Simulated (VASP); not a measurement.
# MoS2: single point with PBEsol

MoS2, a slab with vacuum:

```
Mo S
1.0
     3.18413    0.00000    0.00000
    -1.59206    2.75753    0.00000
     0.00000    0.00000   17.33460
Mo S
1 2
Cartesian
  0.0000 0.0000 0.0000
  0.0000 1.8384 15.7833
  0.0000 1.8384 1.5513
```

```json
{
  "Program": "VASP 6.6.1",
  "Task": "single point",
  "Functional": "PBEsol",
  "Potentials or basis": "VASP PAW PBE potentials, release 64 (Mo_sv, S)",
  "Cutoff": "520 eV",
  "k mesh": "12 × 12 × 2",
  "Occupations": "gaussian, width 0.01 eV",
  "Spin": "no spin polarisation",
  "Dipole correction": "no",
  "Further INCAR settings": "ALGO = Normal; EDIFF = 1e-06; NBANDS = 20"
}
```

```yaml
Largest_force: 0.146 eV/Å
Band_gap_on_the_k_mesh: 1.59 eV, indirect (least direct gap 1.66 eV)
```

Forces in eV/Å, atoms in the order of the input:
```
Mo   0.000  0.000  0.000
S    0.000  0.000  0.146
S    0.000  0.000 -0.146
```

Levels at points of the mesh, in eV from the valence-band top:
| k point | band 11 | band 12 | band 13 | band 14 | band 15 | band 16 |
| --- | --- | --- | --- | --- | --- | --- |
| (0.00, 0.00, 0.00) | -1.58 | -1.58 | 0.00 | 2.74 | 2.74 | 3.03 |
| (0.50, 0.00, 0.00) | -1.87 | -1.03 | -0.68 | 2.20 | 2.73 | 3.85 |
| (0.00, 0.00, 0.50) | -1.58 | -1.58 | 0.00 | 2.74 | 2.74 | 3.03 |
| (0.50, 0.00, 0.50) | -1.87 | -1.03 | -0.68 | 2.20 | 2.73 | 3.85 |

Wall time 2.2 min on 1 thread of Intel Xeon 6975P-C (shared host), peak memory 0.32 GiB.

Caveat: the PAW data sets were made with another functional, which shifts forces and pressure a little.
